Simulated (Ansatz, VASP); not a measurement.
Hf in VASP and in Ansatz

```
CELL_PARAMETERS angstrom
2.83707 0.00000 0.00000
-1.41853 2.45697 0.00000
0.00000 0.00000 5.05780
ATOMIC_POSITIONS crystal
Hf 0.33333 0.66667 0.25000
Hf 0.66667 0.33333 0.75000
```

Change from the starting cell: strain -0.1125 x Voigt [1, 1, 0, 0, 0, 0], atoms carried along.

Alike in both runs: task single point; functional PBEsol; k mesh 18 × 18 × 10; occupations gaussian, width 0.15 eV; no spin polarisation.

|  | VASP | Ansatz |
| --- | --- | --- |
| version | VASP 6.6.1 | Ansatz 0.2.0 |
| potentials or method | VASP PAW PBE potentials, release 64 (Hf_pv), cutoff 520 eV | scalar-relativistic, plane waves, PAW |
| valence electrons in the cell | 20 | 52 |

|  | VASP | Ansatz | Ansatz less VASP |
| --- | --- | --- | --- |
| gap on the k mesh at the Fermi level (eV) | none | none | - |
| pressure (GPa) | 30.6 | 30.9 | +0.33 |
| traceless stress, the component that is largest in VASP (GPa) | -9.43 | -9.21 | +0.219 |

VASP's potentials were made for PBE, not for PBEsol. A gap of «none» marks a metal or a gap that the smearing closes. Both programs put the cell under a high pressure, so it lies far from rest at this level. VASP's potentials hold 20 valence electrons a cell and Ansatz's 52, so a difference there can come from the potentials and not from the codes.

Neither program's run includes spin-orbit coupling.
